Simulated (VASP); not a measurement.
# Sn4Te (Pm-3m) in VASP: notebook

Sn4Te is run at these levels: PBE; tasks: single point.

Program: VASP 6.6.1. These are calculated values, not measurements. Logs are shortened: lines on timing, memory, paths and dates and some standing lists are left out, and cuts for length are marked.

### 1 The cell of the first run

Symmetry: Pm-3m, No. 221, cubic system. The conventional cell has a = 5.078 Å, b = 5.078 Å, c = 5.078 Å, α = 90.00°, β = 90.00°, γ = 90.00°. Within 3.4 Å of Sn (site symmetry 4/mmm) lie 2 Te at 2.54 Å. Sn (site symmetry m-3m) has 12 Sn at 3.59 Å and 8 Te at 4.40 Å within 4.7 Å. Te (site symmetry m-3m) has 6 Sn at 2.54 Å within 3.4 Å.

The cell was built from a structure type or drawn by symmetry, and may not be a known phase.

### 2 Single point, PBE

INCAR

```
SYSTEM = Sn4Te
  ALGO = Normal
  EDIFF = 1E-6
  ENCUT = 520
  GGA = PE
  ISIF = 2
  ISMEAR = 0
  LASPH = .TRUE.
  LCHARG = .TRUE.
  LELF = .TRUE.
  LREAL = .FALSE.
  LVHAR = .TRUE.
  LWAVE = .FALSE.
  NBANDS = 39
  NELM = 100
  PREC = Accurate
  SIGMA = 0.1
```

KPOINTS

```
k-points
0
G
  4 4 4
  0 0 0
```

POSCAR

```
Sn4Te
1.0
    5.0779793200      0.0000000000      0.0000000000
    0.0000000000      5.0779793200      0.0000000000
    0.0000000000      0.0000000000      5.0779793200
Sn Te
4 1
Direct
    0.0000000000      0.5000000000      0.5000000000
    0.5000000000      0.5000000000      0.0000000000
    0.5000000000      0.0000000000      0.5000000000
    0.0000000000      0.0000000000      0.0000000000
    0.5000000000      0.5000000000      0.5000000000
```

Potentials or basis: VASP PAW PBE potentials, release 64 (Sn_d, Te).

On the command line:

```sh
cat potpaw_PBE.64/Sn_d/POTCAR potpaw_PBE.64/Te/POTCAR > POTCAR
mpirun -np 1 vasp_std > vasp.out
```

OUTCAR:

```text
SYSTEM = Sn4Te
   EDIFF = 1E-6
   ENCUT = 520
   GGA = PE
   ISIF = 2
   ISMEAR = 0
   LASPH = .TRUE.
   LREAL = .FALSE.
   NELM = 100
   PREC = Accurate

 ion  position               nearest neighbor table
   1  0.000  0.500  0.500-   5 2.54   5 2.54   4 3.59   2 3.59   2 3.59   4 3.59   3 3.59   4 3.59
                             4 3.59   2 3.59   3 3.59   3 3.59   2 3.59   3 3.59
   2  0.500  0.500  0.000-   5 2.54   5 2.54   4 3.59   1 3.59   1 3.59   3 3.59   3 3.59   3 3.59
                             4 3.59   3 3.59   1 3.59   4 3.59   1 3.59   4 3.59
   3  0.500  0.000  0.500-   5 2.54   5 2.54   4 3.59   1 3.59   2 3.59   4 3.59   1 3.59   2 3.59
                             2 3.59   2 3.59   1 3.59   4 3.59   4 3.59   1 3.59
   4  0.000  0.000  0.000-   1 3.59   2 3.59   3 3.59   1 3.59   3 3.59   1 3.59   2 3.59   1 3.59
                             2 3.59   3 3.59   3 3.59   2 3.59
   5  0.500  0.500  0.500-   1 2.54   2 2.54   3 2.54   2 2.54   3 2.54   1 2.54

  LATTYP: Found a simple cubic cell.
 ALAT       =     5.0779793200

  Lattice vectors:

 A1 = (   5.0779793200,   0.0000000000,   0.0000000000)
 A2 = (   0.0000000000,   5.0779793200,   0.0000000000)
 A3 = (   0.0000000000,   0.0000000000,   5.0779793200)

Analysis of symmetry for initial positions (statically):
=====================================================================
 Subroutine PRICEL returns:
 Original cell was already a primitive cell.

 Routine SETGRP: Setting up the symmetry group for a
 simple cubic supercell.

 Subroutine GETGRP returns: Found 48 space group operations
 (whereof 48 operations were pure point group operations)
 out of a pool of 48 trial point group operations.

The static configuration has the point symmetry O_h .

Analysis of symmetry for dynamics (positions and initial velocities):
=====================================================================
 Subroutine PRICEL returns:
 Original cell was already a primitive cell.

 Routine SETGRP: Setting up the symmetry group for a
 simple cubic supercell.

 Subroutine GETGRP returns: Found 48 space group operations
 (whereof 48 operations were pure point group operations)
 out of a pool of 48 trial point group operations.

The dynamic configuration has the point symmetry O_h .

 Subroutine INISYM returns: Found 48 space group operations
 (whereof 48 operations are pure point group operations),
 and found     1 'primitive' translations

----------------------------------------------------------------------------------------

                                     Primitive cell

  volume of cell :     130.9401

  direct lattice vectors                    reciprocal lattice vectors
     5.077979320  0.000000000  0.000000000     0.196928726  0.000000000  0.000000000
     0.000000000  5.077979320  0.000000000     0.000000000  0.196928726  0.000000000
     0.000000000  0.000000000  5.077979320     0.000000000  0.000000000  0.196928726

  length of vectors
     5.077979320  5.077979320  5.077979320     0.196928726  0.196928726  0.196928726

  position of ions in fractional coordinates (direct lattice)
     0.000000000  0.500000000  0.500000000
     0.500000000  0.500000000  0.000000000
     0.500000000  0.000000000  0.500000000
     0.000000000  0.000000000  0.000000000
     0.500000000  0.500000000  0.500000000

  ion indices of the primitive-cell ions
   primitive index   ion index
                 1           1
                 2           2
                 3           3
                 4           4
                 5           5

----------------------------------------------------------------------------------------

 KPOINTS: k-points

Automatic generation of k-mesh.
 Grid dimensions read from file:
 generate k-points for:    4    4    4

 Generating k-lattice:

  Cartesian coordinates                     Fractional coordinates (reciprocal lattice)
     0.049232182  0.000000000  0.000000000     0.250000000  0.000000000  0.000000000
     0.000000000  0.049232182  0.000000000     0.000000000  0.250000000  0.000000000
     0.000000000  0.000000000  0.049232182     0.000000000  0.000000000  0.250000000

  Length of vectors
     0.049232182  0.049232182  0.049232182

  Shift w.r.t. Gamma in fractional coordinates (k-lattice)
     0.000000000  0.000000000  0.000000000

 Subroutine IBZKPT returns following result:
 ===========================================

 Found     10 irreducible k-points:

 Following reciprocal coordinates:
            Coordinates               Weight
  0.000000  0.000000  0.000000      1.000000
  0.250000  0.000000  0.000000      6.000000
  0.500000  0.000000  0.000000      3.000000
  0.250000  0.250000  0.000000     12.000000
  0.500000  0.250000  0.000000     12.000000
  0.500000  0.500000  0.000000      3.000000
  0.250000  0.250000  0.250000      8.000000
  0.500000  0.250000  0.250000     12.000000
  0.500000  0.500000  0.250000      6.000000
  0.500000  0.500000  0.500000      1.000000
   k-points           NKPTS =     10   k-points in BZ     NKDIM =     10   number of bands    NBANDS=     39
   number of dos      NEDOS =    301   number of ions     NIONS =      5
   total plane-waves  NPLWV =  64000
   dimension x,y,z NGX =    40 NGY =   40 NGZ =   40
   dimension x,y,z NGXF=    80 NGYF=   80 NGZF=   80
   ions per type =               4   1
   NGX,Y,Z   is equivalent  to a cutoff of  13.10, 13.10, 13.10 a.u.
   NGXF,Y,Z  is equivalent  to a cutoff of  26.19, 26.19, 26.19 a.u.
 SYSTEM =  Sn4Te
   PREC   = accura    normal or accurate (medium, high low for compatibility)
   ISTART =      0    job   : 0-new  1-cont  2-samecut
   ICHARG =      2    charge: 1-file 2-atom 10-const
   ISPIN  =      1    spin polarized calculation?
   LNONCOLLINEAR =      F non collinear calculations
   LSORBIT =      F    spin-orbit coupling
   LASPH  =      T    aspherical Exc in radial PAW
   ENCUT  =  520.0 eV  38.22 Ry    6.18 a.u.   9.44  9.44  9.44*2*pi/ulx,y,z
   NELM   =    100;   NELMIN=  2; NELMDL= -5     # of ELM steps
   EDIFF  = 0.1E-05   stopping-criterion for ELM
   LREAL  =      F    real-space projection
   EDIFFG = 0.1E-04   stopping-criterion for IOM
   NSW    =      0    number of steps for IOM
   IBRION =     -1    ionic relax: 0-MD 1-quasi-New 2-CG
   NFREE  =      0    steps in history (QN), initial steepest desc. (CG)
   ISIF   =      2    stress and relaxation
   ISYM   =      2    0-nonsym 1-usesym 2-fastsym
   POTIM  = 0.5000    time-step for ionic-motion
   TEBEG  =    0.0;   TEEND  =   0.0 temperature during run
   PSTRESS=    0.0 pullay stress
   NELECT =      62.0000    total number of electrons
   NUPDOWN=      -1.0000    fix difference up-down
   EMIN   =  10.00;   EMAX   =-10.00  energy-range for DOS
   EFERMI =   0.00;   METHOD = LEGACY
   ISMEAR =     0;   SIGMA  =   0.10  broadening in eV -4-tet -1-fermi 0-gaus
   EFERMI_NEDOS =   21; number of points for ismear=-14 and -15
   IALGO  =     38    algorithm
   IMIX   =      4    mixing-type and parameters
     AMIX     =   0.40;   BMIX     =  1.00
     AMIX_MAG =   1.60;   BMIX_MAG =  1.00
  volume/ion in A,a.u.               =      26.19       176.73
  Fermi-wavevector in a.u.,A,eV,Ry     =   1.275992  2.411274 22.152386  1.628154
  Thomas-Fermi vector in A             =   2.408673
   LORBIT       =      0    0 simple, 1 ext, 2 COOP (PROOUT), +10 PAW based schemes
   GGA     = PE    functional components
   LHFCALC =     F    Hartree Fock is set to
   AEXX    =    0.0000 exact exchange contribution
   IVDW    =     0    specifies the selected vdW correction
   LEPSILON=     F    determine dielectric tensor
   LRPA    =     F    only Hartree local field effects (RPA)
 non-spin polarized calculation
 Gauss-broadening in eV      SIGMA  =   0.10
  energy-cutoff  :      520.00
  volume of cell :      130.94
 maximum number of plane-waves:      3575
 NGX is ok and might be reduce to    40
   NGX = 19   NGY = 19   NGZ = 19

 number of electron      62.0000059 magnetization

 Free energy of the ion-electron system (eV)
  ---------------------------------------------------
  ext. energy  EPLUGINS =         0.00000000
  ---------------------------------------------------
  free energy    TOTEN  =       -11.87916051 eV

  energy without entropy =      -11.86254803  energy(sigma->0) =      -11.87085427

 E-fermi :   8.9088     XC(G=0): -10.3731

 val. band max:        8.8376720743   @ k =   0.5000   0.2500   0.0000
 cond. band min:       8.9463500008   @ k =   0.2500   0.0000   0.0000
 fundamental gap:      0.1086779266
 Fermi energy:         8.9088166569

 k-point     1 :       0.0000    0.0000    0.0000
  band No.  band energies     occupation
      1     -13.7538      2.00000
      2     -13.3420      2.00000
      3     -13.3420      2.00000
      4     -13.2727      2.00000
      5     -13.2727      2.00000
      6     -13.2727      2.00000
[... 31 lines left out ...]
     38      13.3740      0.00000
     39      13.3741      0.00000

 k-point     2 :       0.2500    0.0000    0.0000
  band No.  band energies     occupation
      1     -13.7002      2.00000
      2     -13.3847      2.00000
      3     -13.3415      2.00000
      4     -13.2718      2.00000
      5     -13.2541      2.00000
      6     -13.2541      2.00000
[... 31 lines left out ...]
     38      12.5827      0.00000
     39      14.2126      0.00000

 k-point     3 :       0.5000    0.0000    0.0000
  band No.  band energies     occupation
      1     -13.6221      2.00000
      2     -13.4518      2.00000
      3     -13.3411      2.00000
      4     -13.2709      2.00000
      5     -13.2092      2.00000
      6     -13.2092      2.00000
[... 244 lines left out ...]
 k-point     9 :       0.5000    0.5000    0.2500
  band No.  band energies     occupation
      1     -13.4764      2.00000
      2     -13.4637      2.00000
      3     -13.4637      2.00000
      4     -13.2244      2.00000
      5     -13.2125      2.00000
      6     -13.2125      2.00000
[... 31 lines left out ...]
     38      13.3758      0.00000
     39      13.3758      0.00000

 k-point    10 :       0.5000    0.5000    0.5000
  band No.  band energies     occupation
      1     -13.4682      2.00000
      2     -13.4682      2.00000
      3     -13.4682      2.00000
      4     -13.2166      2.00000
      5     -13.2166      2.00000
      6     -13.2166      2.00000
[... 31 lines left out ...]
     38      13.0469      0.00000
     39      13.0469      0.00000

------------------------ aborting loop because EDIFF is reached ----------------------------------------

  FORCE on cell =-STRESS in cart. coord.  units (eV):
  Direction    XX          YY          ZZ          XY          YZ          ZX
  --------------------------------------------------------------------------------------
  -------------------------------------------------------------------------------------
  Total       18.8740989     18.8740989     18.8740989      0.0000000      0.0000000      0.0000000
  in kB      230.9425864    230.9425864    230.9425864      0.0000000      0.0000000      0.0000000
  external PRESSURE =     230.9425864 kB  Pullay stress =       0.0000000 kB

 VOLUME and BASIS-vectors are now :
 -----------------------------------------------------------------------------
  energy-cutoff  :      520.00
  volume of cell :      130.94
      direct lattice vectors                 reciprocal lattice vectors
     5.077979320  0.000000000  0.000000000     0.196928726  0.000000000  0.000000000
     0.000000000  5.077979320  0.000000000     0.000000000  0.196928726  0.000000000
     0.000000000  0.000000000  5.077979320     0.000000000  0.000000000  0.196928726

 POSITION                                       TOTAL-FORCE (eV/Angst)
 -----------------------------------------------------------------------------------
      0.00000      2.53899      2.53899         0.000000      0.000000      0.000000
      2.53899      2.53899      0.00000         0.000000      0.000000      0.000000
      2.53899      0.00000      2.53899         0.000000      0.000000      0.000000
      0.00000      0.00000      0.00000         0.000000      0.000000      0.000000
      2.53899      2.53899      2.53899         0.000000      0.000000      0.000000
 -----------------------------------------------------------------------------------
    total drift:                               -0.000000     -0.000000     -0.000000

  FREE ENERGIE OF THE ION-ELECTRON SYSTEM (eV)
  ---------------------------------------------------
  free  energy   TOTEN  =       -11.8791605060 eV

  energy  without entropy=      -11.8625480281  energy(sigma->0) =      -11.87085427
```

It took 37 s on 1 thread of Intel Xeon Platinum 8488C (Sapphire Rapids), shared host; peak memory 0.25 GiB.

Results:

```
Free energy            : -11.8792 eV
Pressure               : 23.1 GPa
Band gap on the k mesh : zero (bands 31 and 32 overlap by 1.29 eV)
```

Levels at points of the mesh, in eV from the Fermi level:
```
           k point  band 29  band 30  band 31  band 32  band 33  band 34
(0.00, 0.00, 0.00)    -1.14    -1.14    -1.14     0.92     0.92     0.92
(0.50, 0.00, 0.00)    -2.07    -0.56     0.23     0.76     0.77     0.77
(0.50, 0.50, 0.00)    -1.72    -1.03    -1.03     0.04     0.52     0.52
(0.50, 0.50, 0.50)     0.95     0.95     0.95     1.07     1.07     3.32
```

Caveat: the cell stands under pressure; spin-orbit coupling is left out, which moves the levels of the heavy elements.

### 3 Single point, PBE

This run uses another cell than the first one, of 39.61 Å³/atom.

INCAR

```
ALGO = Normal
EDIFF = 1E-7
ENCUT = 520
GGA = PE
ISIF = 2
ISMEAR = 0
LASPH = T
LCHARG = F
LREAL = F
LWAVE = F
NBANDS = 39
NELM = 80
PREC = Accurate
SIGMA = 0.1
```

KPOINTS

```
k-points
0
Gamma
  4 4 4
```

Edit POSCAR of step 2 so:

```diff
@@ -2,5 +2,5 @@
 1.0
-    5.0779793200      0.0000000000      0.0000000000
-    0.0000000000      5.0779793200      0.0000000000
-    0.0000000000      0.0000000000      5.0779793200
+    5.8291556393      0.0000000000      0.0000000000
+    0.0000000000      5.8291556393      0.0000000000
+    0.0000000000      0.0000000000      5.8291556393
 Sn Te
```

Potentials or basis: VASP PAW PBE potentials, release 64 (Sn_d, Te).

On the command line:

```sh
cat potpaw_PBE.64/Sn_d/POTCAR potpaw_PBE.64/Te/POTCAR > POTCAR
mpirun -np 1 vasp_std > vasp.out
```

Run time: 66 s. Hardware: 1 thread of Intel Xeon Platinum 8488C (Sapphire Rapids), shared host; peak memory 0.34 GiB.

It converged, with:

* Free energy: -15.2990 eV
* Pressure: 0.4 GPa
* Band gap on the k mesh: zero (bands 31 and 32 overlap by 0.30 eV)

Levels at points of the mesh, in eV from the Fermi level:
```tsv
k point	band 29	band 30	band 31	band 32	band 33	band 34
(0.00, 0.00, 0.00)	-0.47	-0.47	-0.47	1.03	1.03	1.03
(0.50, 0.00, 0.00)	-0.90	-0.57	0.20	0.45	0.89	0.89
(0.50, 0.50, 0.00)	-0.90	-0.32	-0.32	-0.10	-0.10	0.38
(0.50, 0.50, 0.50)	-0.11	-0.11	-0.11	1.06	1.06	1.83
```

Caveat: semilocal functionals underestimate gaps, so a narrow gap can read as zero; spin-orbit coupling is left out, which moves the levels of the heavy elements.
